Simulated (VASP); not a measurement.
# MoPt2 (Immm) in VASP: notebook

The runs below take MoPt2 through electric field gradients, with LDA.

Program: VASP 6.6.1. These are calculated values, not measurements. Logs are shortened: lines on timing, memory, paths and dates and some standing lists are left out, and cuts for length are marked.

## Step 1: The cell of the first run

The structure is orthorhombic, space group Immm (No. 71). The conventional cell has a = 2.748 Å, b = 3.915 Å, c = 8.238 Å, α = 90.00°, β = 90.00°, γ = 90.00°. Within 3.5 Å of Mo (site symmetry mmm) lie 10 Pt at 2.68 to 2.91 Å and 2 Mo at 2.75 Å. Within 3.2 Å of Pt (site symmetry mm2) lie 7 Pt at 2.42 to 2.93 Å and 5 Mo at 2.68 to 2.91 Å.

## Step 2: Electric field gradients, LDA

File INCAR:

```
SYSTEM = MoPt2
ALGO = Normal ; EDIFF = 1E-8
ENCUT = 520 ; ISIF = 2
ISMEAR = -1 ; LASPH = .TRUE.
LCHARG = .FALSE. ; LEFG = .TRUE.
LREAL = .FALSE. ; LWAVE = .FALSE.
NBANDS = 24 ; NELM = 60
PREC = Accurate ; SIGMA = 0.05
```

File KPOINTS:

```
k-points
0
G
  13 13 13
  0 0 0
```

File POSCAR:

```
MoPt2
1.0
   -1.3740000000      1.9575000000      4.1190000000
    1.3740000000     -1.9575000000      4.1190000000
    1.3740000000      1.9575000000     -4.1190000000
Mo Pt
1 2
Direct
    0.0000000000      0.0000000000      0.0000000000
    0.6470000000      0.6470000000      0.0000000000
    0.3530000000      0.3530000000      0.0000000000
```

Potentials or basis: VASP PAW LDA potentials, release 64 (Mo_sv, Pt).

Launch:

```console
$ cat potpaw_LDA.64/Mo_sv/POTCAR potpaw_LDA.64/Pt/POTCAR > POTCAR
$ mpirun -np 1 vasp_std > vasp.out
```

OUTCAR:

```text
SYSTEM = MoPt2
   EDIFF = 1E-8
   ENCUT = 520
   ISIF = 2
   ISMEAR = -1
   LASPH = .TRUE.
   LREAL = .FALSE.
   NELM = 60
   PREC = Accurate

 ion  position               nearest neighbor table
   1  0.000  0.000  0.000-   2 2.68   2 2.68   2 2.68   3 2.68   2 2.68   3 2.68   3 2.68   3 2.68
                             2 2.91   3 2.91
   2  0.647  0.647  0.000-   3 2.42   1 2.68   1 2.68   1 2.68   1 2.68   1 2.91   3 2.93   3 2.93
                             3 2.93   3 2.93
   3  0.353  0.353  0.000-   2 2.42   1 2.68   1 2.68   1 2.68   1 2.68   1 2.91   2 2.93   2 2.93
                             2 2.93   2 2.93

  LATTYP: Found a body centered orthorhombic cell.
 ALAT       =     2.7480000000
 B/A-ratio  =     1.4246724891
 C/A-ratio  =     2.9978165939

  Lattice vectors:

 A1 = (  -1.3740000000,   1.9575000000,   4.1190000000)
 A2 = (   1.3740000000,  -1.9575000000,   4.1190000000)
 A3 = (   1.3740000000,   1.9575000000,  -4.1190000000)

Analysis of symmetry for initial positions (statically):
=====================================================================
 Subroutine PRICEL returns:
 Original cell was already a primitive cell.

 Routine SETGRP: Setting up the symmetry group for a
 body centered orthorhombic supercell.

 Subroutine GETGRP returns: Found  8 space group operations
 (whereof  8 operations were pure point group operations)
 out of a pool of  8 trial point group operations.

The static configuration has the point symmetry D_2h.

Analysis of symmetry for dynamics (positions and initial velocities):
=====================================================================
 Subroutine PRICEL returns:
 Original cell was already a primitive cell.

 Routine SETGRP: Setting up the symmetry group for a
 body centered orthorhombic supercell.

 Subroutine GETGRP returns: Found  8 space group operations
 (whereof  8 operations were pure point group operations)
 out of a pool of  8 trial point group operations.

The dynamic configuration has the point symmetry D_2h.

 Subroutine INISYM returns: Found  8 space group operations
 (whereof  8 operations are pure point group operations),
 and found     1 'primitive' translations

----------------------------------------------------------------------------------------

                                     Primitive cell

  volume of cell :      44.3139

  direct lattice vectors                    reciprocal lattice vectors
    -1.374000000  1.957500000  4.119000000     0.000000000  0.255427842  0.121388687
     1.374000000 -1.957500000  4.119000000     0.363901019  0.000000000  0.121388687
     1.374000000  1.957500000 -4.119000000     0.363901019  0.255427842  0.000000000

  length of vectors
     4.762965804  4.762965804  4.762965804     0.282804872  0.383613301  0.444597946

  position of ions in fractional coordinates (direct lattice)
     0.000000000  0.000000000  0.000000000
     0.647000000  0.647000000  0.000000000
     0.353000000  0.353000000  0.000000000

  ion indices of the primitive-cell ions
   primitive index   ion index
                 1           1
                 2           2
                 3           3

----------------------------------------------------------------------------------------

 KPOINTS: k-points

Automatic generation of k-mesh.
 Grid dimensions read from file:
 generate k-points for:   13   13   13

 Generating k-lattice:

  Cartesian coordinates                     Fractional coordinates (reciprocal lattice)
     0.000000000  0.019648296  0.009337591     0.076923077  0.000000000  0.000000000
     0.027992386  0.000000000  0.009337591    -0.000000000  0.076923077  0.000000000
     0.027992386  0.019648296  0.000000000    -0.000000000  0.000000000  0.076923077

  Length of vectors
     0.021754221  0.029508715  0.034199842

  Shift w.r.t. Gamma in fractional coordinates (k-lattice)
     0.000000000  0.000000000  0.000000000

 Subroutine IBZKPT returns following result:
 ===========================================

 Found    343 irreducible k-points:

 Following reciprocal coordinates:
            Coordinates               Weight
  0.000000  0.000000  0.000000      1.000000
  0.076923 -0.000000  0.000000      4.000000
  0.153846  0.000000  0.000000      4.000000
  0.230769  0.000000 -0.000000      4.000000
  0.307692  0.000000  0.000000      4.000000
  0.384615 -0.000000  0.000000      4.000000
[... 16 lines left out ...]
  0.153846  0.153846  0.000000      8.000000
  0.230769  0.153846  0.000000      8.000000
 [... further k-points ...]
   k-points           NKPTS =    343   k-points in BZ     NKDIM =    343   number of bands    NBANDS=     24
   number of dos      NEDOS =    301   number of ions     NIONS =      3
   total plane-waves  NPLWV =  46656
   dimension x,y,z NGX =    36 NGY =   36 NGZ =   36
   dimension x,y,z NGXF=    72 NGYF=   72 NGZF=   72
   ions per type =               1   2
   NGX,Y,Z   is equivalent  to a cutoff of  12.57, 12.57, 12.57 a.u.
   NGXF,Y,Z  is equivalent  to a cutoff of  25.13, 25.13, 25.13 a.u.
 SYSTEM =  MoPt2
   PREC   = accura    normal or accurate (medium, high low for compatibility)
   ISTART =      0    job   : 0-new  1-cont  2-samecut
   ICHARG =      2    charge: 1-file 2-atom 10-const
   ISPIN  =      1    spin polarized calculation?
   LNONCOLLINEAR =      F non collinear calculations
   LSORBIT =      F    spin-orbit coupling
   LASPH  =      T    aspherical Exc in radial PAW
   ENCUT  =  520.0 eV  38.22 Ry    6.18 a.u.   8.86  8.86  8.86*2*pi/ulx,y,z
   NELM   =     60;   NELMIN=  2; NELMDL= -5     # of ELM steps
   EDIFF  = 0.1E-07   stopping-criterion for ELM
   LREAL  =      F    real-space projection
   EDIFFG = 0.1E-06   stopping-criterion for IOM
   NSW    =      0    number of steps for IOM
   IBRION =     -1    ionic relax: 0-MD 1-quasi-New 2-CG
   NFREE  =      0    steps in history (QN), initial steepest desc. (CG)
   ISIF   =      2    stress and relaxation
   ISYM   =      2    0-nonsym 1-usesym 2-fastsym
   POTIM  = 0.5000    time-step for ionic-motion
   TEBEG  =    0.0;   TEEND  =   0.0 temperature during run
   PSTRESS=    0.0 pullay stress
   NELECT =      34.0000    total number of electrons
   NUPDOWN=      -1.0000    fix difference up-down
   EMIN   =  10.00;   EMAX   =-10.00  energy-range for DOS
   EFERMI =   0.00;   METHOD = LEGACY
   ISMEAR =    -1;   SIGMA  =   0.05  broadening in eV -4-tet -1-fermi 0-gaus
   EFERMI_NEDOS =   21; number of points for ismear=-14 and -15
   IALGO  =     38    algorithm
   IMIX   =      4    mixing-type and parameters
     AMIX     =   0.40;   BMIX     =  1.00
     AMIX_MAG =   1.60;   BMIX_MAG =  1.00
  volume/ion in A,a.u.               =      14.77        99.68
  Fermi-wavevector in a.u.,A,eV,Ry     =   1.498722  2.832174 30.560960  2.246167
  Thomas-Fermi vector in A             =   2.610444
   LORBIT       =      0    0 simple, 1 ext, 2 COOP (PROOUT), +10 PAW based schemes
   GGA     = CA    functional components
   LHFCALC =     F    Hartree Fock is set to
   AEXX    =    0.0000 exact exchange contribution
   IVDW    =     0    specifies the selected vdW correction
   LEPSILON=     F    determine dielectric tensor
   LRPA    =     F    only Hartree local field effects (RPA)
 non-spin polarized calculation
  energy-cutoff  :      520.00
  volume of cell :       44.31
 maximum number of plane-waves:      1217
   NGX = 17   NGY = 17   NGZ = 17

 number of electron      34.0000000 magnetization

 Free energy of the ion-electron system (eV)
  ---------------------------------------------------
  ext. energy  EPLUGINS =         0.00000000
  ---------------------------------------------------
  free energy    TOTEN  =       -27.80660426 eV

  energy without entropy =      -27.79293184  energy(sigma->0) =      -27.79976805

 E-fermi :  12.4545     XC(G=0): -13.8240

 val. band max:       12.4536599541   @ k =  -0.3846  -0.4615   0.3077
 cond. band min:      12.4551712189   @ k =  -0.3846   0.4615   0.3846
 fundamental gap:      0.0015112648
 Fermi energy:        12.4545438019

 k-point     1 :       0.0000    0.0000    0.0000
  band No.  band energies     occupation
      1     -48.6168      2.00000
      2     -22.9622      2.00000
      3     -22.9071      2.00000
      4     -22.3793      2.00000
      5       2.5132      2.00000
      6       6.2257      2.00000
[... 637 lines left out ...]
     23      20.2882      0.00000
     24      22.8026      0.00000

 [... further k-points ...]

------------------------ aborting loop because EDIFF is reached ----------------------------------------

  FORCE on cell =-STRESS in cart. coord.  units (eV):
  Direction    XX          YY          ZZ          XY          YZ          ZX
  --------------------------------------------------------------------------------------
  -------------------------------------------------------------------------------------
  Total       -0.6901559      0.2764100      6.0911134      0.0000000      0.0000000      0.0000000
  in kB      -24.9526983      9.9936494    220.2251835      0.0000000      0.0000000      0.0000000
  external PRESSURE =      68.4220449 kB  Pullay stress =       0.0000000 kB

 VOLUME and BASIS-vectors are now :
 -----------------------------------------------------------------------------
  energy-cutoff  :      520.00
  volume of cell :       44.31
      direct lattice vectors                 reciprocal lattice vectors
    -1.374000000  1.957500000  4.119000000     0.000000000  0.255427842  0.121388687
     1.374000000 -1.957500000  4.119000000     0.363901019  0.000000000  0.121388687
     1.374000000  1.957500000 -4.119000000     0.363901019  0.255427842  0.000000000

 POSITION                                       TOTAL-FORCE (eV/Angst)
 -----------------------------------------------------------------------------------
      0.00000      0.00000      0.00000        -0.000000     -0.000000      0.000000
      0.00000      0.00000      5.32999         0.000000      0.000000      4.777454
      0.00000      0.00000      2.90801        -0.000000     -0.000000     -4.777454
 -----------------------------------------------------------------------------------
    total drift:                                0.000000      0.000000      0.000000

  FREE ENERGIE OF THE ION-ELECTRON SYSTEM (eV)
  ---------------------------------------------------
  free  energy   TOTEN  =       -27.8066042555 eV

  energy  without entropy=      -27.7929318427  energy(sigma->0) =      -27.79976805

 Electric field gradients (V/A^2)
---------------------------------------------------------------------
 ion       V_xx      V_yy      V_zz      V_xy      V_xz      V_yz
---------------------------------------------------------------------
   1      10.883   -43.548    32.666    -0.001    -0.000    -0.000
   2      22.298   118.305  -140.603    -0.000    -0.000     0.000
   3      22.298   118.305  -140.603    -0.000    -0.000     0.000
---------------------------------------------------------------------

 Electric field gradients after diagonalization (V/A^2)
 (convention: |V_zz| > |V_xx| > |V_yy|)
----------------------------------------------------------------------
 ion       V_xx      V_yy      V_zz     asymmetry (V_yy - V_xx)/ V_zz
----------------------------------------------------------------------
   1      32.666    10.883   -43.548       0.500
   2     118.305    22.298  -140.603       0.683
   3     118.305    22.298  -140.603       0.683
----------------------------------------------------------------------

           NMR quadrupolar parameters

 Cq : quadrupolar parameter    Cq=e*Q*V_zz/h
 eta: asymmetry parameters     (V_yy - V_xx)/ V_zz
 Q  : nuclear electric quadrupole moment in mb (millibarn)
----------------------------------------------------------------------
 ion       Cq(MHz)       eta       Q (mb)
----------------------------------------------------------------------
   1      -0.105       0.500       1.000
   2      -0.340       0.683       1.000
   3      -0.340       0.683       1.000
----------------------------------------------------------------------
```

It took 12 min on 1 thread of Oxide Virtual Turin-like, shared host; peak memory 0.41 GiB.

Results:

- Free energy: -27.8066 eV
- Pressure: 6.8 GPa
- Largest force: 4.777 eV/Å
- Band gap on the k mesh: zero (band 17 reaches 13.39 eV, above the bottom of band 18 at 11.12 eV)

Forces in eV/Å, atoms in the order of the input:
```
Mo   0.000  0.000  0.000
Pt   0.000  0.000  4.777
Pt   0.000  0.000 -4.777
```

Electric field gradients, principal values (V/Å²):
```
atom   least   middle  greatest (by size)
1 Mo  10.883   32.666             -43.548
2 Pt  22.298  118.305            -140.603
3 Pt  22.298  118.305            -140.603
```

Caveat: without QUAD_EFG the Cq values of the log hold for a quadrupole moment of 1 mb, not for the nuclei; spin-orbit coupling is left out, which moves the levels of the heavy elements; forces of over 1 eV/Å act on the atoms, so gaps and moduli don't describe the material at rest.

## Step 3: Electric field gradients, LDA

File INCAR:

```
PREC = Accurate ; ENCUT = 520
EDIFF = 1E-8 ; ISMEAR = -1
SIGMA = 0.05 ; LREAL = False
LASPH = True ; NELM = 60
ALGO = Normal ; ISIF = 2
LWAVE = False ; LCHARG = False
LEFG = True ; NBANDS = 24
```

File KPOINTS:

```
regular mesh
0
Gamma
  13 13 13
```

POSCAR is that of step 2.

Potentials or basis: VASP PAW LDA potentials, release 64 (Mo_sv, Pt).

Launch:

```console
$ cat potpaw_LDA.64/Mo_sv/POTCAR potpaw_LDA.64/Pt/POTCAR > POTCAR
$ mpirun -np 1 vasp_std > vasp.out
```

OUTCAR:

```text
PREC = Accurate
   ENCUT = 520
   EDIFF = 1E-8
   ISMEAR = -1
   LREAL = False
   LASPH = True
   NELM = 60
   ISIF = 2

 ion  position               nearest neighbor table
   1  0.000  0.000  0.000-   2 2.68   2 2.68   2 2.68   3 2.68   2 2.68   3 2.68   3 2.68   3 2.68
                             2 2.91   3 2.91
   2  0.647  0.647  0.000-   3 2.42   1 2.68   1 2.68   1 2.68   1 2.68   1 2.91   3 2.93   3 2.93
                             3 2.93   3 2.93
   3  0.353  0.353  0.000-   2 2.42   1 2.68   1 2.68   1 2.68   1 2.68   1 2.91   2 2.93   2 2.93
                             2 2.93   2 2.93

  LATTYP: Found a body centered orthorhombic cell.
 ALAT       =     2.7480000000
[... 876 lines left out ...]
 ion       V_xx      V_yy      V_zz      V_xy      V_xz      V_yz
---------------------------------------------------------------------
   1      10.883   -43.548    32.666    -0.001    -0.000    -0.000
   2      22.298   118.305  -140.603    -0.000    -0.000     0.000
   3      22.298   118.305  -140.603    -0.000    -0.000     0.000
---------------------------------------------------------------------

 Electric field gradients after diagonalization (V/A^2)
 (convention: |V_zz| > |V_xx| > |V_yy|)
----------------------------------------------------------------------
 ion       V_xx      V_yy      V_zz     asymmetry (V_yy - V_xx)/ V_zz
----------------------------------------------------------------------
   1      32.666    10.883   -43.548       0.500
   2     118.305    22.298  -140.603       0.683
   3     118.305    22.298  -140.603       0.683
----------------------------------------------------------------------

           NMR quadrupolar parameters

 Cq : quadrupolar parameter    Cq=e*Q*V_zz/h
 eta: asymmetry parameters     (V_yy - V_xx)/ V_zz
 Q  : nuclear electric quadrupole moment in mb (millibarn)
----------------------------------------------------------------------
 ion       Cq(MHz)       eta       Q (mb)
----------------------------------------------------------------------
   1      -0.105       0.500       1.000
   2      -0.340       0.683       1.000
   3      -0.340       0.683       1.000
----------------------------------------------------------------------
```

Run time: 11 min. Hardware: 1 thread of Oxide Virtual Turin-like, shared host; peak memory 0.41 GiB.

Results:

- Free energy: -27.8066 eV
- Pressure: 6.8 GPa
- Largest force: 4.777 eV/Å
- Band gap on the k mesh: zero (band 17 reaches 13.39 eV, above the bottom of band 18 at 11.12 eV)

Forces on the atoms (eV/Å):
```
Mo   0.000  0.000  0.000
Pt   0.000  0.000  4.777
Pt   0.000  0.000 -4.777
```

Levels at points of the mesh, in eV from the Fermi level:
```
           k point  band 14  band 15  band 16  band 17  band 18  band 19  band 20  band 21
(0.00, 0.00, 0.00)    -2.95    -2.03    -1.74    -1.58    -0.81     1.01     2.34     5.10
```

Electric field gradients, principal values (V/Å²):
```csv
atom,least,middle,greatest (by size)
1 Mo,10.883,32.666,-43.548
2 Pt,22.298,118.305,-140.603
3 Pt,22.298,118.305,-140.603
```

Caveat: without QUAD_EFG the Cq values of the log hold for a quadrupole moment of 1 mb, not for the nuclei; spin-orbit coupling is left out, which moves the levels of the heavy elements; forces of over 1 eV/Å act on the atoms, so gaps and moduli don't describe the material at rest.
